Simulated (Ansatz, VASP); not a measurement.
# Si7C in VASP and in Ansatz

```
Si C
1.0
    -1.81989   -3.15215    0.00000
     0.01976   -0.01141   -6.06085
     5.50901   -3.18063   -0.02390
Si C
7 1
Direct
  0.00000 0.93330 0.33286
  0.00000 0.44131 0.68501
  0.50000 0.43091 0.15133
  0.00000 0.54683 0.33786
  0.50000 0.61839 0.83380
  0.00000 0.04453 0.70222
  0.50000 0.04490 0.12336
  0.50000 0.93983 0.83356
```

Alike in both runs: functional PBE; k mesh 12 × 8 × 8; occupations gaussian, width 0.01 eV; no spin polarisation.

Ansatz relaxed the structure, and its values are those at the end. VASP's run is a single point on that final structure, the one shown.

```csv
,VASP,Ansatz
version,VASP 6.6.1,Ansatz 0.2.0
potentials or method,"VASP PAW PBE potentials, release 64 (Si, C), cutoff 520 eV","scalar-relativistic, plane waves, PAW"
valence electrons in the cell,32,32
```

VASP gave:

| Item | Value |
| --- | --- |
| gap on the k mesh at the Fermi level (eV) | none |
| pressure (GPa) | -0.1 |
| rms of the force components (eV/Å) | 0.008 |

Q: Estimate Ansatz's values.

A: gap on the k mesh at the Fermi level (eV): none; pressure (GPa): 0.0; rms of the force components (eV/Å): 0.005.

A gap of «none» marks a metal or a gap that the smearing closes.
